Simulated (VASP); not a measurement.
The system is Sb.

```
Sb
1.0
     7.01334    0.00000    0.00000
    -3.50667    6.07373    0.00000
     0.00000    0.00000    5.61084
Sb
8
Direct
  0.50000 0.00000 0.50000
  0.00000 0.50000 0.50000
  0.50000 0.50000 0.50000
  0.33333 0.66667 0.25173
  0.33333 0.66667 0.74827
  0.66667 0.33333 0.74827
  0.66667 0.33333 0.25173
  0.00000 0.00000 0.00000
```

The cell was generated, and may not be a known phase.

| Property | Result |
| --- | --- |
| Program | VASP 6.6.1 |
| Task | relaxation of cell and atoms |
| Functional | PBE |
| Potentials or basis | VASP PAW PBE potentials, release 64 (Sb_d_GW) |
| Cutoff | 500 eV |
| k mesh | 3 × 3 × 4 |
| Occupations | gaussian, width 0.1 eV |
| Spin | no spin polarisation |

At the start: pressure 41.4 GPa; volume 29.88 Å³/atom.

Where does the relaxation end?

Over 9 steps the energy falls by 1709.7 meV/atom and the volume is 44.38 Å³/atom (+48.5 %); space group P6/mmm (No. 191, to 0.1 Å) before and after.

Step by step:
```tsv
step	energy change (eV)	largest force (eV/Å)	pressure (GPa)	volume (Å³)
1	0.0000	10.1325	41.42	239.01
2	-6.2155	1.2327	-3.27	617.06
3	-13.2931	1.5996	-0.86	371.51
4	-13.3829	1.4772	-0.26	363.51
5	-13.4446	1.2413	0.91	350.61
6	-13.4414	1.2922	0.66	353.13
7	-13.6388	0.2667	-0.89	365.09
8	-13.6393	0.3093	-0.81	364.32
9	-13.6773	0.0388	-0.03	355.03
```

Final structure:
```cif
data_structure
_symmetry_space_group_name_H-M 'P 1'
_symmetry_Int_Tables_number 1
_cell_length_a 7.8201
_cell_length_b 7.8201
_cell_length_c 6.7035
_cell_angle_alpha 90.000
_cell_angle_beta 90.000
_cell_angle_gamma 120.000
_cell_volume 355.03
loop_
_atom_site_label
_atom_site_type_symbol
_atom_site_fract_x
_atom_site_fract_y
_atom_site_fract_z
_atom_site_occupancy
Sb1 Sb 0.50000 0.00000 0.50000 1
Sb2 Sb 0.00000 0.50000 0.50000 1
Sb3 Sb 0.50000 0.50000 0.50000 1
Sb4 Sb 0.33333 0.66667 0.21300 1
Sb5 Sb 0.33333 0.66667 0.78700 1
Sb6 Sb 0.66667 0.33333 0.78700 1
Sb7 Sb 0.66667 0.33333 0.21300 1
Sb8 Sb 0.00000 0.00000 0.00000 1
```

Caveat: the volume moved by over 15 % at a fixed basis, so the end points are rough.
